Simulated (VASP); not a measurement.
Write the native input for VASP 6.6.1 that does the following.

* Task: single point
* Functional: PBE
* Potentials or basis: VASP PAW PBE potentials, release 64 (Rb_sv, Br)
* Cutoff: 500 eV
* k mesh: 14 × 14 × 14
* Occupations: methfessel-paxton, width 0.1 eV
* Spin: no spin polarisation
* Dipole correction: no
* Further INCAR settings: ALGO = Normal; EDIFF = 1e-06; NBANDS = 23

The structure of RbBr3 lies in POSCAR:

```
RbBr3
1.0
   -2.2585671000      2.2585671000      6.4370042300
    2.2585671000     -2.2585671000      6.4370042300
    2.2585671000      2.2585671000     -6.4370042300
Rb Br
1 3
Direct
    0.0000000000      0.0000000000      0.0000000000
    0.7500000000      0.2500000000      0.5000000000
    0.2500000000      0.7500000000      0.5000000000
    0.5000000000      0.5000000000      0.0000000000
```

These files were run (other wordings do the same):

INCAR

```
SYSTEM = RbBr3
PREC = Accurate ; ENCUT = 500
EDIFF = 1E-6 ; ISMEAR = 1
SIGMA = 0.1 ; LREAL = .FALSE.
LASPH = .TRUE. ; NELM = 120
ALGO = Normal ; ISIF = 2
LWAVE = .FALSE. ; LCHARG = .FALSE.
GGA = PE ; NBANDS = 23
GGA_COMPAT = .FALSE.
```

KPOINTS

```
regular mesh
0
G
  14 14 14
  0 0 0
```

Potentials or basis: VASP PAW PBE potentials, release 64 (Rb_sv, Br).

Run with:

```sh
$ cat potpaw_PBE.64/Rb_sv/POTCAR potpaw_PBE.64/Br/POTCAR > POTCAR
$ mpirun -np 1 vasp_std > vasp.out
```

It gave:

```yaml
Pressure: 0.7 GPa
Band_gap_on_the_k_mesh: zero (bands 15 and 16 overlap by 1.01 eV)
```

Run time: 18 min on 1 thread of Intel(R) Xeon(R) 6975P-C (Granite Rapids), with other jobs on the host, peak memory 0.83 GiB.
